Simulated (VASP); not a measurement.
# Li (Im-3m) in VASP: further runs

Li is run at these levels: PBE; tasks: single point.

Everything below comes from runs of VASP 6.6.1. Logs are shortened: lines on timing, memory, paths and dates and some standing lists are left out, and cuts for length are marked.

## 1. The cell of the first run

Symmetry: Im-3m, No. 229, cubic system. The conventional cell has a = 2.974 Å, b = 2.974 Å, c = 2.974 Å, α = 90.00°, β = 90.00°, γ = 90.00°. Li (site symmetry m-3m) has 14 Li at 2.58 to 2.97 Å within 3.4 Å.

## 2. Single point, PBE (13.15 Å³/atom)

The input, INCAR:

```
ALGO = Normal
EDIFF = 1E-6
ENCUT = 750
GGA = PE
GGA_COMPAT = False
ISIF = 2
ISMEAR = -1
LASPH = True
LCHARG = False
LREAL = False
LWAVE = False
NBANDS = 8
NELM = 120
PREC = Accurate
SIGMA = 0.1
```

The input, KPOINTS:

```
k-points
0
Gamma
  17 17 17
```

The input, POSCAR:

```
Li
1.0
   -1.4869958447      1.4869958447      1.4869958447
    1.4869958447     -1.4869958447      1.4869958447
    1.4869958447      1.4869958447     -1.4869958447
Li
1
Direct
    0.0000000000      0.0000000000      0.0000000000
```

Potentials or basis: VASP PAW PBE potentials, release 64 (Li_sv).

The run is started by

```sh
$ cat potpaw_PBE.64/Li_sv/POTCAR > POTCAR
$ mpirun -np 1 vasp_std > vasp.out
```

OUTCAR:

```text
EDIFF = 1E-6
   ENCUT = 750
   GGA = PE
   ISIF = 2
   ISMEAR = -1
   LASPH = True
   LREAL = False
   NELM = 120
   PREC = Accurate

 ion  position               nearest neighbor table
   1  0.000  0.000  0.000-

  LATTYP: Found a body centered cubic cell.
 ALAT       =     2.9739916894

  Lattice vectors:

 A1 = (  -1.4869958447,   1.4869958447,   1.4869958447)
 A2 = (   1.4869958447,  -1.4869958447,   1.4869958447)
 A3 = (   1.4869958447,   1.4869958447,  -1.4869958447)

Analysis of symmetry for initial positions (statically):
=====================================================================
 Subroutine PRICEL returns:
 Original cell was already a primitive cell.

 Routine SETGRP: Setting up the symmetry group for a
 body centered cubic supercell.

 Subroutine GETGRP returns: Found 48 space group operations
 (whereof 48 operations were pure point group operations)
 out of a pool of 48 trial point group operations.

The static configuration has the point symmetry O_h .

Analysis of symmetry for dynamics (positions and initial velocities):
=====================================================================
 Subroutine PRICEL returns:
 Original cell was already a primitive cell.

 Routine SETGRP: Setting up the symmetry group for a
 body centered cubic supercell.

 Subroutine GETGRP returns: Found 48 space group operations
 (whereof 48 operations were pure point group operations)
 out of a pool of 48 trial point group operations.

The dynamic configuration has the point symmetry O_h .

 Subroutine INISYM returns: Found 48 space group operations
 (whereof 48 operations are pure point group operations),
 and found     1 'primitive' translations

----------------------------------------------------------------------------------------

                                     Primitive cell

  volume of cell :      13.1519

  direct lattice vectors                    reciprocal lattice vectors
    -1.486995845  1.486995845  1.486995845     0.000000000  0.336248418  0.336248418
     1.486995845 -1.486995845  1.486995845     0.336248418  0.000000000  0.336248418
     1.486995845  1.486995845 -1.486995845     0.336248418  0.336248418  0.000000000

  length of vectors
     2.575552354  2.575552354  2.575552354     0.475527073  0.475527073  0.475527073

  position of ions in fractional coordinates (direct lattice)
     0.000000000  0.000000000  0.000000000

  ion indices of the primitive-cell ions
   primitive index   ion index
                 1           1

----------------------------------------------------------------------------------------

 KPOINTS: k-points

Automatic generation of k-mesh.
 Grid dimensions read from file:
 generate k-points for:   17   17   17

 Generating k-lattice:

  Cartesian coordinates                     Fractional coordinates (reciprocal lattice)
     0.000000000  0.019779319  0.019779319     0.058823529  0.000000000  0.000000000
     0.019779319  0.000000000  0.019779319     0.000000000  0.058823529  0.000000000
     0.019779319  0.019779319  0.000000000     0.000000000  0.000000000  0.058823529

  Length of vectors
     0.027972181  0.027972181  0.027972181

  Shift w.r.t. Gamma in fractional coordinates (k-lattice)
     0.000000000  0.000000000  0.000000000

 Subroutine IBZKPT returns following result:
 ===========================================

 Found    165 irreducible k-points:

 Following reciprocal coordinates:
            Coordinates               Weight
  0.000000  0.000000  0.000000      1.000000
  0.058824  0.000000  0.000000     12.000000
  0.117647  0.000000  0.000000     12.000000
  0.176471  0.000000  0.000000     12.000000
  0.235294  0.000000  0.000000     12.000000
  0.294118  0.000000  0.000000     12.000000
[... 16 lines left out ...]
  0.411765  0.117647  0.000000     48.000000
  0.176471  0.176471  0.000000     24.000000
 [... further k-points ...]
   k-points           NKPTS =    165   k-points in BZ     NKDIM =    165   number of bands    NBANDS=      8
   number of dos      NEDOS =    301   number of ions     NIONS =      1
   total plane-waves  NPLWV =  13824
   dimension x,y,z NGX =    24 NGY =   24 NGZ =   24
   dimension x,y,z NGXF=    48 NGYF=   48 NGZF=   48
   ions per type =               1
   NGX,Y,Z   is equivalent  to a cutoff of  15.49, 15.49, 15.49 a.u.
   NGXF,Y,Z  is equivalent  to a cutoff of  30.98, 30.98, 30.98 a.u.
 SYSTEM =  unknown system
   PREC   = accura    normal or accurate (medium, high low for compatibility)
   ISTART =      0    job   : 0-new  1-cont  2-samecut
   ICHARG =      2    charge: 1-file 2-atom 10-const
   ISPIN  =      1    spin polarized calculation?
   LNONCOLLINEAR =      F non collinear calculations
   LSORBIT =      F    spin-orbit coupling
   LASPH  =      T    aspherical Exc in radial PAW
   ENCUT  =  750.0 eV  55.12 Ry    7.42 a.u.   5.75  5.75  5.75*2*pi/ulx,y,z
   NELM   =    120;   NELMIN=  2; NELMDL= -5     # of ELM steps
   EDIFF  = 0.1E-05   stopping-criterion for ELM
   LREAL  =      F    real-space projection
   EDIFFG = 0.1E-04   stopping-criterion for IOM
   NSW    =      0    number of steps for IOM
   IBRION =     -1    ionic relax: 0-MD 1-quasi-New 2-CG
   NFREE  =      0    steps in history (QN), initial steepest desc. (CG)
   ISIF   =      2    stress and relaxation
   ISYM   =      2    0-nonsym 1-usesym 2-fastsym
   POTIM  = 0.5000    time-step for ionic-motion
   TEBEG  =    0.0;   TEEND  =   0.0 temperature during run
   PSTRESS=    0.0 pullay stress
   NELECT =       3.0000    total number of electrons
   NUPDOWN=      -1.0000    fix difference up-down
   EMIN   =  10.00;   EMAX   =-10.00  energy-range for DOS
   EFERMI =   0.00;   METHOD = LEGACY
   ISMEAR =    -1;   SIGMA  =   0.10  broadening in eV -4-tet -1-fermi 0-gaus
   EFERMI_NEDOS =   21; number of points for ismear=-14 and -15
   IALGO  =     38    algorithm
   IMIX   =      4    mixing-type and parameters
     AMIX     =   0.40;   BMIX     =  1.00
     AMIX_MAG =   1.60;   BMIX_MAG =  1.00
  volume/ion in A,a.u.               =      13.15        88.75
  Fermi-wavevector in a.u.,A,eV,Ry     =   1.000274  1.890243 13.613274  1.000547
  Thomas-Fermi vector in A             =   2.132619
   LORBIT       =      0    0 simple, 1 ext, 2 COOP (PROOUT), +10 PAW based schemes
   GGA     = PE    functional components
   LHFCALC =     F    Hartree Fock is set to
   AEXX    =    0.0000 exact exchange contribution
   IVDW    =     0    specifies the selected vdW correction
   LEPSILON=     F    determine dielectric tensor
   LRPA    =     F    only Hartree local field effects (RPA)
 non-spin polarized calculation
  energy-cutoff  :      750.00
  volume of cell :       13.15
 maximum number of plane-waves:       630
   NGX = 11   NGY = 11   NGZ = 11

 number of electron       3.0000003 magnetization

 Free energy of the ion-electron system (eV)
  ---------------------------------------------------
  ext. energy  EPLUGINS =         0.00000000
  ---------------------------------------------------
  free energy    TOTEN  =        -1.71216534 eV

  energy without entropy =       -1.69680049  energy(sigma->0) =       -1.70448292

 E-fermi :   2.1202     XC(G=0):  -8.1890

 val. band max:        2.1014163914   @ k =   0.4706   0.0000   0.0000
 cond. band min:       2.1205940311   @ k =   0.1765   0.1765   0.1765
 fundamental gap:      0.0191776397
 Fermi energy:         2.1202278124

 k-point     1 :       0.0000    0.0000    0.0000
  band No.  band energies     occupation
      1     -43.8149      2.00000
      2      -1.9542      2.00000
      3      21.9208      0.00000
      4      21.9208      0.00000
      5      21.9208      0.00000
      6      27.7198      0.00000
      7      27.7198      0.00000
      8      27.7198      0.00000

 k-point     2 :       0.0588    0.0000    0.0000
  band No.  band energies     occupation
      1     -43.8117      2.00000
      2      -1.8811      2.00000
      3      21.2897      0.00000
      4      21.4237      0.00000
      5      21.7423      0.00000
      6      26.2142      0.00000
      7      26.4653      0.00000
      8      27.9320      0.00000

 k-point     3 :       0.1176    0.0000    0.0000
  band No.  band energies     occupation
      1     -43.8024      2.00000
      2      -1.6626      2.00000
      3      19.4207      0.00000
      4      20.3706      0.00000
      5      21.2362      0.00000
      6      24.8877      0.00000
      7      24.9892      0.00000
      8      27.4311      0.00000

 k-point     4 :       0.1765    0.0000    0.0000
  band No.  band energies     occupation
      1     -43.7883      2.00000
      2      -1.2963      2.00000
      3      16.9441      0.00000
      4      19.2429      0.00000
      5      20.5189      0.00000
      6      23.4996      0.00000
      7      24.5894      0.00000
      8      27.4850      0.00000

 k-point     5 :       0.2353    0.0000    0.0000
  band No.  band energies     occupation
      1     -43.7713      2.00000
      2      -0.7812      2.00000
      3      14.4281      0.00000
      4      18.2233      0.00000
      5      19.7511      0.00000
      6      22.3346      0.00000
      7      24.5819      0.00000
      8      27.9741      0.00000
[... 177 lines left out ...]
 k-point    22 :       0.3529    0.1176   -0.0000
  band No.  band energies     occupation
      1     -43.7225      2.00000
      2       1.7668      1.94330
      3       8.2414      0.00000
      4      14.5444      0.00000
      5      16.8998      0.00000
      6      23.4861      0.00000
      7      25.7121      0.00000
      8      31.1135      0.00000

 k-point    23 :       0.4118    0.1176    0.0000
  band No.  band energies     occupation
      1     -43.7166      2.00000
      2       2.4395      0.07889
      3       7.1327      0.00000
      4      14.3340      0.00000
      5      16.7022      0.00000
      6      23.3152      0.00000
      7      26.0669      0.00000
      8      31.9842      0.00000

 k-point    24 :       0.1765    0.1765    0.0000
  band No.  band energies     occupation
      1     -43.7498      2.00000
      2       0.0488      2.00000
      3      12.6243      0.00000
      4      14.8951      0.00000
      5      17.9077      0.00000
      6      24.4014      0.00000
      7      25.5561      0.00000
      8      29.0895      0.00000

 [... further k-points ...]
[... 5 lines left out ...]
  --------------------------------------------------------------------------------------
  -------------------------------------------------------------------------------------
  Total        0.9931391      0.9931391      0.9931391      0.0000000     -0.0000000      0.0000000
  in kB      120.9849643    120.9849643    120.9849643      0.0000000     -0.0000000      0.0000000
  external PRESSURE =     120.9849643 kB  Pullay stress =       0.0000000 kB

 VOLUME and BASIS-vectors are now :
 -----------------------------------------------------------------------------
  energy-cutoff  :      750.00
  volume of cell :       13.15
      direct lattice vectors                 reciprocal lattice vectors
    -1.486995845  1.486995845  1.486995845     0.000000000  0.336248418  0.336248418
     1.486995845 -1.486995845  1.486995845     0.336248418  0.000000000  0.336248418
     1.486995845  1.486995845 -1.486995845     0.336248418  0.336248418  0.000000000

 POSITION                                       TOTAL-FORCE (eV/Angst)
 -----------------------------------------------------------------------------------
      0.00000      0.00000      0.00000        -0.000000      0.000000     -0.000000
 -----------------------------------------------------------------------------------
    total drift:                                0.000000      0.000000     -0.000000

  FREE ENERGIE OF THE ION-ELECTRON SYSTEM (eV)
  ---------------------------------------------------
  free  energy   TOTEN  =        -1.7121653449 eV

  energy  without entropy=       -1.6968004913  energy(sigma->0) =       -1.70448292
```

It took 20 s on 1 thread of Intel Xeon 8259CL, shared host; peak memory 0.14 GiB.

What came out:

- Free energy: -1.7122 eV
- Pressure: 12.1 GPa
- Band gap on the k mesh: zero (an odd number of electrons rules out a gap without spin polarisation)

Levels at points of the mesh, in eV from the Fermi level:
| k point | band 1 | band 2 | band 3 | band 4 | band 5 |
| --- | --- | --- | --- | --- | --- |
| (0.00, 0.00, 0.00) | -45.94 | -4.07 | 19.80 | 19.80 | 19.80 |

Caveat: the cell stands under pressure.

(Part 1 of 2 ends here.)
